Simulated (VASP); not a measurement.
Set up this calculation in VASP 6.6.1, as the native input.

```yaml
Task: single point
Functional: LDA
Potentials_or_basis: VASP PAW LDA potentials, release 64 (Cr_pv)
Cutoff: 500 eV
k_mesh: 6 × 6 × 6
Occupations: fermi-dirac, width 0.1 eV
Spin: no spin polarisation
Dipole_correction: no
Further_INCAR_settings: ALGO = Normal; EDIFF = 1e-06; NBANDS = 12
```

The structure of Cr lies in POSCAR:

```
Cr
1.0
   -1.3942485114      1.3942485114      1.3942485114
    1.3942485114     -1.3942485114      1.3942485114
    1.3942485114      1.3942485114     -1.3942485114
Cr
1
Direct
    0.0000000000      0.0000000000      0.0000000000
```

One way to write it, as run:

INCAR

```
PREC = Accurate ; ENCUT = 500
EDIFF = 1E-6 ; ISMEAR = -1
SIGMA = 0.1 ; LREAL = False
LASPH = True ; NELM = 120
ALGO = Normal ; ISIF = 2
LWAVE = False ; LCHARG = False
NBANDS = 12 ; GGA_COMPAT = False
```

KPOINTS

```
regular mesh
0
Gamma
  6 6 6
```

Potentials or basis: VASP PAW LDA potentials, release 64 (Cr_pv).

Command:

```sh
$ cat potpaw_LDA.64/Cr_pv/POTCAR > POTCAR
$ mpirun -np 1 vasp_std > vasp.out
```

It gave:

```json
{"Pressure": "-0.9 GPa", "Band gap on the k mesh": "zero (band 6 reaches 14.42 eV, above the bottom of band 7 at 10.72 eV)"}
```

Caveat: the k points lie up to 0.53 Å⁻¹ apart; the run has no spin polarisation, though such a crystal can be magnetic.

It took 3.7 s on 1 thread of Intel Xeon 8259CL (shared host), peak memory 0.11 GiB.
